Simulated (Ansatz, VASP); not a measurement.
# Two plane-wave programs on Ge

INCAR

```
ALGO = Normal ; EDIFF = 1E-6
ENCUT = 520 ; GGA = PE
ISIF = 2 ; ISMEAR = 0
LASPH = True ; LCHARG = False
LREAL = False ; LWAVE = False
NBANDS = 21 ; NELM = 80
PREC = Accurate ; SIGMA = 0.1
```

KPOINTS

```
k-points
0
Gamma
  6 6 4
```

The input POSCAR:

```
Ge
1.0
    1.9406375700     -2.0741877000      0.0000000000
    1.9406375700      2.0741877000      0.0000000000
    0.0000000000      0.0000000000      5.9921249000
Ge
2
Direct
    0.5000000000      0.5000000000      0.8104224500
    0.5000000000      0.5000000000      0.1895775500
```

Input for Ansatz:

```yaml
crystal:
  lattice:
    - [1.94063757, -2.0741877, 0.0]
    - [1.94063757, 2.0741877, 0.0]
    - [0.0, 0.0, 5.9921249]
  atoms:
    - { symbol: Ge, position: [0.5, 0.5, 0.81042245] }
    - { symbol: Ge, position: [0.5, 0.5, 0.18957755] }
basis:
  ecutwfc: 420
kpoints:
  mp_grid: { grid: [6, 6, 4] }
hamiltonian:
  xc: pbe
scf:
  occupations: { method: gaussian, width: 0.1 }
  lower_state_search: "off"
output:
  forces: true
  stress: true
  eigenvalues: true
```

Alike in both runs: task single point; functional PBE; k mesh 6 × 6 × 4; occupations gaussian, width 0.1 eV; no spin polarisation.

|  | VASP | Ansatz |
| --- | --- | --- |
| version | VASP 6.6.1 | Ansatz 0.2.0 |
| potentials or method | VASP PAW PBE potentials, release 64 (Ge_d), cutoff 520 eV | scalar-relativistic, plane waves, PAW |
| valence electrons in the cell | 28 | 28 |

Ansatz gave:

```
gap on the k mesh at the Fermi level (eV)                     : none
pressure (GPa)                                                : 1.8
traceless stress, the component that is largest in VASP (GPa) : 12.61
rms of the force components (eV/Å)                            : 1.375
```

Which values does VASP return?

gap on the k mesh at the Fermi level (eV): none; pressure (GPa): 1.8; traceless stress, the component that is largest in VASP (GPa): 12.58; rms of the force components (eV/Å): 1.373.

Atom by atom the forces differ by 0.002 eV/Å (rms over components). A gap of «none» marks a metal or a gap that the smearing closes.

The k mesh is coarse, so the values compare programs but aren't converged.
